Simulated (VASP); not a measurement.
Input of a VASP 6.6.1 run:

Contents of INCAR:

```
PREC = Accurate ; ENCUT = 520
EDIFF = 1E-6 ; ISMEAR = 0
SIGMA = 0.1 ; LREAL = Auto
LASPH = True ; NELM = 80
ALGO = Normal ; ISIF = 2
LWAVE = False ; LCHARG = False
GGA = PE ; NBANDS = 108
```

KPOINTS

```
Automatic mesh
0
Gamma
  4 4 4
  0.5 0.5 0.5
```

POSCAR

```
Ta
1.0
    6.6381247818      0.0000000000      0.0000000000
    0.0000000000      6.6381247818      0.0000000000
    0.0000000000      0.0000000000      6.6381247818
Ta
17
Direct
   -0.0037014972     -0.0040422560     -0.0034384711
    0.5918877890     -0.0945834887     -0.0707430209
    0.0085117412      0.4900527042     -0.0014724038
    0.0003118351     -0.0051696829      0.4958654904
    0.1994930863      0.3048616991      0.3196277668
    0.5032050631      0.5015351638     -0.0032460975
    0.5028826829     -0.0034606159      0.4942031233
    0.7532262746      0.2447715362      0.2463864501
   -0.0112661335      0.5090720815      0.5095848769
    0.2549471508      0.7449272441      0.2462781363
    0.2508411720      0.2486211173      0.7311036113
    0.5067959869      0.5009762711      0.4989296087
    0.7584009288      0.7411227058      0.2560150729
    0.7480383637      0.2475212585      0.7490582301
    0.2505573569      0.7514016630      0.7488996009
    0.7863984441      0.7160245033      0.7142946473
    0.3745345383      0.1217500464      0.0865101243
```

Potentials or basis: VASP PAW PBE potentials, release 64 (Ta_pv).

The run is started by

```sh
$ cat potpaw_PBE.64/Ta_pv/POTCAR > POTCAR
$ mpirun -np 1 vasp_std > vasp.out
```

(1) Estimate the band gap on the k mesh.

(2) What does it give for the pressure?

(3) Predict the largest force.

## Answers

(1) zero (an odd number of electrons rules out a gap without spin polarisation).

(2) 21.7 GPa.

(3) 0.117 eV/Å.

Caveat: spin-orbit coupling is left out, which moves the levels of the heavy elements.
